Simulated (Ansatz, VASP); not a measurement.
## Be3NiS4 in VASP and in Ansatz

```
Be Ni S
1.0
     4.93508    0.00000    0.00000
     0.00000    4.93508    0.00000
     0.00000    0.00000    4.93508
Be Ni S
3 1 4
Direct
  0.50000 0.50000 0.00000
  0.50000 0.00000 0.50000
  0.00000 0.50000 0.50000
  0.00000 0.00000 0.00000
  0.25811 0.25811 0.25811
  0.25811 0.74189 0.74189
  0.74189 0.25811 0.74189
  0.74189 0.74189 0.25811
```

Alike in both runs: functional PBE; k mesh 6 × 6 × 6; occupations gaussian, width 0.1 eV; no spin polarisation.

Ansatz relaxed the structure, and its values are those at the end. VASP's run is a single point on that final structure, the one shown.

|  | VASP | Ansatz |
| --- | --- | --- |
| version | VASP 6.6.1 | Ansatz 0.2.0 |
| potentials or method | VASP PAW PBE potentials, release 64 (Be, Ni, S), cutoff 520 eV | scalar-relativistic, plane waves, PAW |
| valence electrons in the cell | 40 | 48 |

|  | VASP | Ansatz | Ansatz less VASP |
| --- | --- | --- | --- |
| gap on the k mesh at the Fermi level (eV) | none | none | - |
| pressure (GPa) | 0.1 | 0.0 | -0.03 |
| rms of the force components (eV/Å) | 0.005 | 0.001 | -0.0044 |

A gap of «none» marks a metal or a gap that the smearing closes. With one functional, cell and mesh, what is left measures potentials, basis and numerics. VASP's potentials hold 40 valence electrons a cell and Ansatz's 48, so a difference there can come from the potentials and not from the codes.
